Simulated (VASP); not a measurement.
Set up this calculation in VASP 6.6.1, as the native input.

| Item | Value |
| --- | --- |
| Task | single point |
| Functional | PBE |
| Potentials or basis | VASP PAW PBE potentials, release 64 (Pb_d, S) |
| Cutoff | 520 eV |
| k mesh | 6 × 6 × 6 |
| Occupations | gaussian, width 0.01 eV |
| Spin | no spin polarisation |
| Dipole correction | no |
| Further INCAR settings | ALGO = Normal; EDIFF = 1e-07; NBANDS = 17 |

The structure of PbS (Galena) lies in POSCAR:

```
PbS
1.0
    0.0000000000      2.9705683269      2.9705683269
    2.9705683269      0.0000000000      2.9705683269
    2.9705683269      2.9705683269      0.0000000000
Pb S
1 1
Direct
    0.0000000000      0.0000000000      0.0000000000
    0.5000000000      0.5000000000      0.5000000000
```

The input as run:

INCAR

```
PREC = Accurate ; ENCUT = 520
EDIFF = 1E-7 ; ISMEAR = 0
SIGMA = 0.01 ; LREAL = False
LASPH = True ; NELM = 80
ALGO = Normal ; ISIF = 2
LWAVE = False ; LCHARG = False
GGA = PE ; NBANDS = 17
```

KPOINTS

```
Automatic mesh
0
Gamma
  6 6 6
```

Potentials or basis: VASP PAW PBE potentials, release 64 (Pb_d, S).

Launch:

```sh
$ cat potpaw_PBE.64/Pb_d/POTCAR potpaw_PBE.64/S/POTCAR > POTCAR
$ mpirun -np 1 vasp_std > vasp.out
```

Results of the run:

```
Pressure               : 1.8 GPa
Band gap on the k mesh : 0.38 eV, direct
```

Caveat: spin-orbit coupling is left out, which moves the levels of the heavy elements.

It took 13 s on 1 thread of Intel(R) Xeon(R) Platinum 8259CL CPU @ 2.50GHz (Skylake/Cascade Lake), on a shared host, peak memory 0.17 GiB.
